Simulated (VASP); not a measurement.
Runs of VASP 6.6.1 on InSe. The structure is that of space group C2/m (No. 12), or close to it. The cells are those of the table. 

| task | cell | gap on the mesh (eV) | pressure (GPa) | largest force (eV/Å) |
| --- | --- | --- | --- | --- |
| single point | a = 6.155, b = 6.155, c = 4.604 Å, angles 108.9, 108.9, 38.6°, 4 atoms | 0.96 | 1.2 | 0.76 |
| single point | a = 6.256, b = 6.179, c = 4.640 Å, angles 110.4, 109.7, 38.6°, 4 atoms | 0.97 | (a) | 0.87 |
| single point | a = 6.031, b = 6.031, c = 4.594 Å, angles 108.6, 108.6, 38.6°, 4 atoms | 1.10 | 4.3 | 0.92 |
| single point | a = 6.342, b = 6.342, c = 4.621 Å, angles 109.5, 109.5, 38.6°, 4 atoms | (b) | -2.3 | 0.62 |
| electric field gradients | a = 6.197, b = 6.197, c = 4.595 Å, angles 109.1, 109.1, 38.6°, 4 atoms | 0.91 | 0.5 | 0.74 |
| electric field gradients | a = 6.133, b = 6.133, c = 4.548 Å, angles 109.1, 109.1, 38.6°, 4 atoms | 0.98 | 2.6 | 0.89 |
| electric field gradients | a = 6.176, b = 6.176, c = 4.579 Å, angles 109.1, 109.1, 38.6°, 4 atoms | 0.93 | 1.2 | 0.78 |

Alike in all rows: level PBEsol; potentials or basis VASP PAW PBE potentials, release 64 (In_d, Se); no spin polarisation; k mesh 7 × 7 × 6; cutoff (eV) 520; smearing fermi-dirac 0.02 eV.

**Question.** Fill in the values left out.

**Answer.** (a) 0.2; (b) 0.75.

Caveats: the PAW data sets were made with another functional, which shifts forces and pressure a little; spin-orbit coupling is left out, which moves the levels of the heavy elements; the stress differs along the axes, from 2 to 8 GPa (at least some runs).

A k mesh can miss the band edges, and the runs leave out spin-orbit coupling on In, Se.
